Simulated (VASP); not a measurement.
A run of VASP 6.6.1 is set up as follows.

Contents of INCAR:

```
ALGO     = Normal         # electronic algorithm
EDIFF    = 1E-7           # SCF threshold, eV
ENCUT    = 520            # plane-wave cutoff, eV
GGA      = PS             # functional
ISIF     = 2              # what is computed and relaxed
ISMEAR   = 0              # smearing method
LASPH    = True           # aspherical terms in the spheres
LCHARG   = False          # write CHGCAR
LREAL    = Auto         
LWAVE    = False          # write WAVECAR
NBANDS   = 86             # bands
NELM     = 100            # most SCF steps
PREC     = Accurate       # precision mode
SIGMA    = 0.02           # smearing width, eV
```

File KPOINTS:

```
Automatic mesh
0
Gamma
  2 2 2
  0.5 0.5 0.5
```

POSCAR

```
MgO
1.0
   -4.2140464025      4.2140464025     -4.2140464025
    4.2140464025      4.2140464025      4.2140464025
    4.2140464025     -4.2140464025     -4.2140464025
Mg O
16 16
Direct
    0.2509089549      0.7511420034      0.0012962452
    0.0009069981      0.0011576656      0.0011584720
    0.5010311188      0.7511322624      0.7512924453
    0.7509042866      0.2511252550      0.0011255516
    0.2509380782      0.0011740335      0.7511783067
    0.5008918040      0.5011138291      0.0011384313
    0.0009620345      0.2512619805      0.7512610199
    0.7509977822      0.7512327765      0.5011714857
    0.5007583206      0.0010364675      0.5011909724
    0.7508669394      0.5010723599      0.7510235290
    0.0008153587      0.7510839814      0.2510293687
    0.2508242730      0.2510975953      0.5011079713
    0.0009887900      0.5012672354      0.5011871529
    0.7509272272      0.0012883761      0.2513227872
    0.5010237871      0.2511924760      0.2512588781
    0.2510033424      0.5011561899      0.2512738603
    0.2507556745      0.5009373801      0.7509308687
    0.0006398171      0.7508995420      0.7508860423
    0.5006754861      0.5009391708      0.5008765362
    0.7507435692      0.0010092221      0.7509289888
    0.2507790108      0.7510186864      0.5009795870
    0.5007766979      0.2510138950      0.7509443647
    0.0007240546      0.0009690924      0.5009073530
    0.7507381909      0.5010105913      0.2509233578
    0.5006899365      0.7509634893      0.2508957529
    0.7506984352      0.2509922228      0.5008917857
    0.0007406497      0.5009899861      0.0009378493
    0.2506956613      0.0009279707      0.2509304716
    0.0007452965      0.2509960497      0.2509423694
    0.7506778118      0.7509510473      0.0008644576
    0.5007812604      0.0010467819      0.0009361298
    0.2507249450      0.2509605370      0.0009200779
```

Potentials or basis: VASP PAW PBE potentials, release 64 (Mg, O).

Command:

```sh
$ cat potpaw_PBE.64/Mg/POTCAR potpaw_PBE.64/O/POTCAR > POTCAR
$ mpirun -np 1 vasp_std > vasp.out
```

**Question.** Predict the band gap on the k mesh.

**Answer.** 6.08 eV.

**Question.** What does it give for the largest force?

**Answer.** 0.018 eV/Å.

**Question.** What does it give for the pressure?

**Answer.** -0.5 GPa.

Forces in eV/Å, atoms in the order of the input:
```
Mg  -0.012  0.005  0.012
Mg  -0.007 -0.003  0.005
Mg  -0.003 -0.003  0.014
Mg  -0.004 -0.001  0.005
Mg  -0.006 -0.006  0.003
Mg  -0.005 -0.002  0.005
Mg  -0.009 -0.006  0.008
Mg  -0.006 -0.007  0.009
Mg  -0.007  0.006  0.004
Mg  -0.001 -0.005  0.002
Mg  -0.001 -0.004  0.003
Mg  -0.006  0.000  0.003
Mg  -0.007 -0.006  0.004
Mg  -0.016 -0.004  0.007
Mg  -0.006 -0.006  0.014
Mg  -0.008 -0.004  0.010
O    0.012  0.005 -0.002
O    0.006  0.011 -0.010
O    0.003  0.004 -0.008
O    0.006  0.004 -0.006
O    0.007 -0.001 -0.005
O    0.004  0.001 -0.004
O    0.005  0.001 -0.004
O    0.007  0.005 -0.006
O    0.007  0.005 -0.011
O    0.009  0.000 -0.012
O    0.002  0.000 -0.005
O    0.009  0.006 -0.004
O    0.006  0.004 -0.006
O    0.011  0.003 -0.011
O    0.003 -0.005 -0.006
O    0.008  0.002 -0.009
```

Caveat: the PAW data sets were made with another functional, which shifts forces and pressure a little. A k mesh can miss the band edges.
